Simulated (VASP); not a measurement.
SiMo3, 8 atoms in the cell. Symmetry: Pm-3n, No. 223, cubic system. Conventional cell: a = 4.861 Å, b = 4.861 Å, c = 4.861 Å, α = 90.00°, β = 90.00°, γ = 90.00°. Within 3.6 Å of Si (site symmetry m-3) lie 12 Mo at 2.72 Å. Mo (site symmetry -4m2) has 10 Mo at 2.43 to 2.98 Å and 4 Si at 2.72 Å within 3.2 Å. 

* Program: VASP 6.6.1
* Task: single point
* Functional: PBEsol
* Potentials or basis: VASP PAW PBE potentials, release 64 (Si, Mo_sv)
* Cutoff: 520 eV
* k mesh: 7 × 7 × 7
* Occupations: fermi-dirac, width 0.1 eV
* Spin: no spin polarisation
* Dipole correction: no
* Further INCAR settings: ALGO = Normal; EDIFF = 1e-07; NBANDS = 56

Potentials or basis: VASP PAW PBE potentials, release 64 (Si, Mo_sv).

Command:

```bash
$ cat potpaw_PBE.64/Si/POTCAR potpaw_PBE.64/Mo_sv/POTCAR > POTCAR
$ mpirun -np 1 vasp_std > vasp.out
```

Hardware: 1 thread of Intel Xeon 8259CL, on a shared host.

Question: Estimate the wall time of this run.

Answer: Wall time 3.2 min on 1 thread of Intel Xeon 8259CL (shared host), peak memory 0.25 GiB. Counts: scf iterations 14, k points 20.
